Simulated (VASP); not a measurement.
# AlIn2Sb3 (P3m1) in VASP: a series of runs, part 2 of 2

VASP 6.6.1.

### Step 3. Single point, PBE

The input, INCAR:

```
SYSTEM = AlIn2Sb3
  PREC = Accurate
  ENCUT = 520
  EDIFF = 1E-7
  ISMEAR = 0
  SIGMA = 0.1
  LREAL = .False.
  LASPH = .True.
  NELM = 80
  ALGO = Normal
  ISIF = 2
  LWAVE = .False.
  LCHARG = .True.
  GGA = PE
  LELF = .True.
  LVHAR = .True.
  NBANDS = 31
```

The input, KPOINTS:

```
regular mesh
0
Gamma
  12 12 4
  0 0 0
```

The input, POSCAR:

```
AlIn2Sb3
1.0
    4.5916574266      0.0000000000      0.0000000000
   -2.2958287133      3.9764919769      0.0000000000
    0.0000000000      0.0000000000     11.2654252000
Al In Sb
1 2 3
Direct
    0.3333333333      0.6666666667      0.6670400000
    0.0000000000      0.0000000000      0.9941110000
    0.6666666667      0.3333333333      0.3379010000
    0.0000000000      0.0000000000      0.7388430000
    0.3333333333      0.6666666667      0.4279650000
    0.6666666667      0.3333333333      0.0841400000
```

Potentials or basis: VASP PAW PBE potentials, release 64 (Al, In_d, Sb).

Command:

```console
> cat potpaw_PBE.64/Al/POTCAR potpaw_PBE.64/In_d/POTCAR potpaw_PBE.64/Sb/POTCAR > POTCAR
> mpirun -np 1 vasp_std > vasp.out
```

OUTCAR:

```text
SYSTEM = AlIn2Sb3
   PREC = Accurate
   ENCUT = 520
   EDIFF = 1E-7
   ISMEAR = 0
   LREAL = .False.
   LASPH = .True.
   NELM = 80
   ISIF = 2
   GGA = PE

 ion  position               nearest neighbor table
   1  0.333  0.667  0.667-   5 2.69   4 2.77   4 2.77   4 2.77
   2  0.000  0.000  0.994-   6 2.84   6 2.84   6 2.84   4 2.88
   3  0.667  0.333  0.338-   5 2.84   5 2.84   5 2.84   6 2.86
   4  0.000  0.000  0.739-   1 2.77   1 2.77   1 2.77   2 2.88
   5  0.333  0.667  0.428-   1 2.69   3 2.84   3 2.84   3 2.84
   6  0.667  0.333  0.084-   2 2.84   2 2.84   2 2.84   3 2.86

  LATTYP: Found a hexagonal cell.
 ALAT       =     4.5916574266
 C/A-ratio  =     2.4534550715

  Lattice vectors:

 A1 = (   4.5916574266,   0.0000000000,   0.0000000000)
 A2 = (  -2.2958287133,   3.9764919769,   0.0000000000)
 A3 = (   0.0000000000,   0.0000000000,  11.2654252000)

Analysis of symmetry for initial positions (statically):
=====================================================================
 Subroutine PRICEL returns:
 Original cell was already a primitive cell.

[... 181 lines left out ...]
 cond. band min:       4.9825883250   @ k =   0.0000   0.0000   0.2500
 fundamental gap:      0.4766209298
 Fermi energy:         4.5520253403

 k-point     1 :       0.0000    0.0000    0.0000
  band No.  band energies     occupation
      1      -9.9936      2.00000
      2      -9.9688      2.00000
      3      -9.9688      2.00000
      4      -9.9632      2.00000
      5      -9.9470      2.00000
      6      -9.9470      2.00000
[... 805 lines left out ...]
     30       8.5189      0.00000
     31       8.5240      0.00000

 [... further k-points ...]

------------------------ aborting loop because EDIFF is reached ----------------------------------------

  FORCE on cell =-STRESS in cart. coord.  units (eV):
  Direction    XX          YY          ZZ          XY          YZ          ZX
  --------------------------------------------------------------------------------------
  -------------------------------------------------------------------------------------
  Total        0.0275021      0.0275021      0.0291673     -0.0000000      0.0000000      0.0000000
  in kB        0.2142193      0.2142193      0.2271902     -0.0000000      0.0000000      0.0000000
  external PRESSURE =       0.2185429 kB  Pullay stress =       0.0000000 kB

 VOLUME and BASIS-vectors are now :
 -----------------------------------------------------------------------------
  energy-cutoff  :      520.00
  volume of cell :      205.69
      direct lattice vectors                 reciprocal lattice vectors
     4.591657427  0.000000000  0.000000000     0.217786282  0.125738969  0.000000000
    -2.295828713  3.976491977  0.000000000     0.000000000  0.251477937  0.000000000
     0.000000000  0.000000000 11.265425200     0.000000000  0.000000000  0.088767178

 POSITION                                       TOTAL-FORCE (eV/Angst)
 -----------------------------------------------------------------------------------
     -0.00000      2.65099      7.51449        -0.000000     -0.000000      0.007449
      0.00000      0.00000     11.19908        -0.000000      0.000000      0.000844
      2.29583      1.32550      3.80660         0.000000     -0.000000      0.000277
      0.00000      0.00000      8.32338         0.000000     -0.000000      0.008098
     -0.00000      2.65099      4.82121         0.000000     -0.000000     -0.015095
      2.29583      1.32550      0.94787         0.000000     -0.000000     -0.001573
 -----------------------------------------------------------------------------------
    total drift:                                0.000000      0.000000      0.000866

  FREE ENERGIE OF THE ION-ELECTRON SYSTEM (eV)
  ---------------------------------------------------
  free  energy   TOTEN  =       -22.0257504314 eV

  energy  without entropy=      -22.0253234425  energy(sigma->0) =      -22.02553694
```

OSZICAR:

```text
N       E                     dE             d eps       ncg     rms          rms(c)
DAV:   1     0.333001704446E+03    0.33300E+03   -0.17600E+04  4278   0.132E+03
DAV:   2     0.101742822107E+02   -0.32283E+03   -0.31170E+03  4628   0.329E+02
DAV:   3    -0.209792426788E+02   -0.31154E+02   -0.30525E+02  5414   0.118E+02
DAV:   4    -0.222399480160E+02   -0.12607E+01   -0.12587E+01  5146   0.262E+01
DAV:   5    -0.223097737407E+02   -0.69826E-01   -0.69821E-01  6778   0.576E+00    0.635E+00
DAV:   6    -0.220576183428E+02    0.25216E+00   -0.43986E-01  5866   0.685E+00    0.375E+00
DAV:   7    -0.220247247543E+02    0.32894E-01   -0.30002E-01  6274   0.326E+00    0.799E-01
DAV:   8    -0.220233849210E+02    0.13398E-02   -0.31123E-02  5697   0.167E+00    0.549E-01
DAV:   9    -0.220252507746E+02   -0.18659E-02   -0.44558E-03  4999   0.433E-01    0.989E-02
DAV:  10    -0.220255885085E+02   -0.33773E-03   -0.47314E-04  5415   0.187E-01    0.564E-02
DAV:  11    -0.220256855806E+02   -0.97072E-04   -0.93387E-05  5642   0.536E-02    0.243E-02
DAV:  12    -0.220257463411E+02   -0.60761E-04   -0.71866E-05  4796   0.417E-02    0.102E-02
DAV:  13    -0.220257492620E+02   -0.29209E-05   -0.37636E-06  5479   0.127E-02    0.317E-03
DAV:  14    -0.220257500670E+02   -0.80497E-06   -0.22820E-06  4265   0.624E-03    0.257E-03
DAV:  15    -0.220257503482E+02   -0.28124E-06   -0.62356E-08  4163   0.162E-03    0.712E-04
DAV:  16    -0.220257504314E+02   -0.83175E-07   -0.19237E-08  3035   0.118E-03
   1 F= -.22025750E+02 E0= -.22025537E+02  d E =-.426989E-03
```

Run time: 3.1 min. Hardware: 1 thread of Intel Xeon 6975P-C (Granite Rapids), shared host; peak memory 0.59 GiB.

Results:

```
Free energy            : -22.0258 eV
Pressure               : 0.0 GPa
Largest force          : 0.015 eV/Å
Band gap on the k mesh : zero (filled and empty bands touch)
```

Forces on the atoms (eV/Å):
```
Al   0.000  0.000  0.007
In   0.000  0.000  0.001
In   0.000  0.000  0.000
Sb   0.000  0.000  0.008
Sb   0.000  0.000 -0.015
Sb   0.000  0.000 -0.002
```

Caveat: semilocal functionals underestimate gaps, and a narrow one can read as zero; spin-orbit coupling is left out, which moves the levels of the heavy elements.

### Step 4. Single point, PBE

This run uses another cell than the first one: it holds 12 atoms, not 6.

The input, INCAR:

```
ALGO = Normal
EDIFF = 1E-6
ENCUT = 520
GGA = PE
ISIF = 2
ISMEAR = 0
LASPH = True
LCHARG = True
LELF = True
LREAL = False
LVHAR = True
LWAVE = False
NBANDS = 56
NELM = 60
PREC = Accurate
SIGMA = 0.2
```

The input, KPOINTS:

```
k-points
0
Gamma
  6 4 2
```

The input, POSCAR:

```
AlIn2Sb3
1.0
    2.2958287133     -3.9764919769      0.0000000000
   -6.8874861399     -3.9764919769      0.0000000000
    0.0000000000      0.0000000000    -11.2654252000
Al In Sb
2 4 6
Direct
    0.5000000000      0.8333333333      0.3329600000
    1.0000000000      0.3333333333      0.3329600000
    0.0000000000      0.0000000000      0.0058890000
    0.5000000000      0.5000000000      0.0058890000
    1.0000000000      0.6666666667      0.6620990000
    0.5000000000      0.1666666667      0.6620990000
    0.0000000000      0.0000000000      0.2611570000
    0.5000000000      0.5000000000      0.2611570000
    0.5000000000      0.8333333333      0.5720350000
    1.0000000000      0.3333333333      0.5720350000
    1.0000000000      0.6666666667      0.9158600000
    0.5000000000      0.1666666667      0.9158600000
```

Command:

```console
> cat potpaw_PBE.64/Al/POTCAR potpaw_PBE.64/In_d/POTCAR potpaw_PBE.64/Sb/POTCAR > POTCAR
> mpirun -np 1 vasp_std > vasp.out
```

It took 5.1 min on 1 thread of Intel Xeon 6975P-C (Granite Rapids), shared host; peak memory 0.72 GiB.

It converged, with:

```
Free energy            : -44.0252 eV
Pressure               : 0.1 GPa
Largest force          : 0.011 eV/Å
Band gap on the k mesh : zero (filled and empty bands touch)
```

Forces on the atoms (eV/Å):
```
Al  -0.001 -0.001  0.009
Al  -0.001 -0.001  0.009
In   0.000  0.000 -0.011
In   0.000  0.000 -0.011
In   0.000  0.000 -0.008
In   0.000  0.000 -0.008
Sb   0.001  0.001  0.004
Sb   0.001  0.001  0.004
Sb   0.000  0.000 -0.005
Sb   0.000  0.000 -0.005
Sb   0.000  0.000  0.011
Sb   0.000  0.000  0.011
```

Levels at points of the mesh, in eV from the Fermi level:
```
           k point  band 41  band 42  band 43  band 44  band 45  band 46  band 47  band 48
(0.00, 0.00, 0.00)    -0.69    -0.24    -0.17    -0.07    -0.07     0.56     0.89     1.13
(0.50, 0.00, 0.00)    -1.93    -1.93    -1.10    -1.10     1.76     1.76     1.82     1.82
(0.00, 0.50, 0.00)    -0.88    -0.88    -0.81    -0.81     1.35     1.35     1.58     1.58
(0.50, 0.50, 0.00)    -1.47    -1.47    -1.30    -1.30     1.13     1.13     1.21     1.21
(0.00, 0.00, 0.50)    -0.49    -0.49    -0.27    -0.27     0.43     0.48     0.93     1.11
(0.50, 0.00, 0.50)    -1.68    -1.68    -1.58    -1.58     1.82     1.82     2.18     2.18
(0.00, 0.50, 0.50)    -1.31    -1.31    -0.60    -0.60     1.12     1.12     1.50     1.50
(0.50, 0.50, 0.50)    -1.07    -1.07    -1.01    -1.01     0.48     0.48     1.21     1.21
```

Caveat: semilocal functionals underestimate gaps, and a narrow one can read as zero; spin-orbit coupling is left out, which moves the levels of the heavy elements.

### Step 5. The runs side by side

```csv
cell,k mesh,smearing,gap on the mesh (eV),pressure (GPa),largest force (eV/Å)
"a = 4.592, b = 4.592, c = 11.265 Å, angles 90.0, 90.0, 120.0°, 6 atoms, atomic positions A",6 × 6 × 2,gaussian 0.1 eV,none,0.1,0.02
"a = 4.592, b = 4.592, c = 11.265 Å, angles 90.0, 90.0, 120.0°, 6 atoms, atomic positions A",12 × 12 × 4,gaussian 0.1 eV,none,0.0,0.02
"a = 4.592, b = 7.953, c = 11.265 Å, 12 atoms, atomic positions B",6 × 4 × 2,gaussian 0.2 eV,none,0.1,0.01
```

Alike in all rows: task single point; level PBE; potentials or basis VASP PAW PBE potentials, release 64 (Al, In_d, Sb); no spin polarisation; cutoff (eV) 520.

Caveats: semilocal functionals underestimate gaps, and a narrow one can read as zero; spin-orbit coupling is left out, which moves the levels of the heavy elements.

Absolute energies hang on the potentials; compare differences alone.

The gap in the log of VASP goes by the Fermi energy; the results here count the filled bands.